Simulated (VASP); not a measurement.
Runs of VASP 6.6.1 on Yb. It takes space group P6_3/mmc (No. 194, hexagonal). The conventional cell has a = 3.880 Å, b = 3.880 Å, c = 6.386 Å, α = 90.00°, β = 90.00°, γ = 120.00°. Within 5.1 Å of Yb (site symmetry -6m2) lie 12 Yb at 3.88 to 3.90 Å. This isn't the form of Yb at room conditions, which is fcc.

| k mesh | gap on the mesh (eV) | pressure (GPa) |
| --- | --- | --- |
| 7 × 7 × 4 | none | -1.7 |
| 3 × 3 × 2 | none | -2.7 |
| 5 × 5 × 3 | none | -4.3 |
| 4 × 4 × 2 | none | (a) |
| 8 × 8 × 5 | none | -2.7 |

Alike in all rows: task single point; level r2SCAN; potentials or basis VASP PAW PBE potentials, release 64 (Yb); no spin polarisation; cell as given; cutoff (eV) 520; smearing fermi-dirac 0.1 eV.

Q: Estimate the missing entries.

A: (a) -5.5.

Caveats: some runs use coarse meshes; the PAW data sets were made with another functional, which shifts forces and pressure a little; spin-orbit coupling is left out, which moves the levels of the heavy elements.

A k mesh can miss the band edges, and the runs leave out spin-orbit coupling on Yb.

A gap of «none» marks levels without a gap at the run's occupations.
